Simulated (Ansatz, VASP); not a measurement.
Hf: VASP beside Ansatz

The input POSCAR:

```
Hf
1.0
   -1.8170239646      1.8170239646      1.8170239646
    1.8170239646     -1.8170239646      1.8170239646
    1.8170239646      1.8170239646     -1.8170239646
Hf
1
Direct
    0.0000000000      0.0000000000      0.0000000000
```

Contents of INCAR.step1:

```
SYSTEM = Hf
PREC = Accurate
ENCUT = 520
ISMEAR = -1
SIGMA = 0.1
LREAL = .False.
LASPH = .True.
NELM = 100
NBANDS = 11
GGA = PE
ALGO = Normal
EDIFF = 1E-4
LWAVE = .True.
LCHARG = .False.
```

File INCAR.step2:

```
SYSTEM = Hf
PREC = Accurate
ENCUT = 520
EDIFF = 1E-7
ISMEAR = -1
SIGMA = 0.1
LREAL = .False.
LASPH = .True.
NELM = 100
ALGO = Normal
ISIF = 2
LWAVE = .False.
LCHARG = .False.
METAGGA = R2SCAN
LMIXTAU = .True.
NBANDS = 11
ISTART = 1
```

The input KPOINTS:

```
Automatic mesh
0
Gamma
  14 14 14
  0 0 0
```

Input for Ansatz:

```yaml
crystal:
  lattice:
    - [-1.8170239646, 1.8170239646, 1.8170239646]
    - [1.8170239646, -1.8170239646, 1.8170239646]
    - [1.8170239646, 1.8170239646, -1.8170239646]
  atoms:
    - { symbol: Hf, position: [0.0, 0.0, 0.0] }
hamiltonian:
  xc: r2scan
  pseudopotentials:
    kind: paw
    azcp:
      Hf: "pseudopotentials/Hf.paw.azcp"
basis:
  ecutwfc: 500
  fft_grid_basis: typed
kpoints:
  mp_grid: { grid: [14, 14, 14], shift: [0, 0, 0] }
magnetization:
  spin_polarized: false
scf:
  occupations: { method: fermi_dirac, width: 0.1 }
  lower_state_search: "off"
output:
  stress: true
  write_density: true
  write_potential: true
  elf: true
  volumetric_format: npy
```

Alike in both runs: task single point; functional r2SCAN; k mesh 14 × 14 × 14; occupations fermi-dirac, width 0.1 eV; no spin polarisation.

```csv
,VASP,Ansatz
version,VASP 6.6.1,Ansatz 0.2.0
potentials or method,"VASP PAW PBE potentials, release 64 (Hf_pv), cutoff 520 eV","plane waves (500 eV) with PAW, scalar-relativistic"
valence electrons in the cell,10,26
```

|  | VASP | Ansatz | Ansatz less VASP |
| --- | --- | --- | --- |
| pressure (GPa) | -7.3 | -6.8 | +0.46 |

VASP's potentials were made for PBE, not for r2SCAN. VASP's potentials hold 10 valence electrons a cell and Ansatz's 26, so a difference there can come from the potentials and not from the codes.

Neither program's run includes spin-orbit coupling.
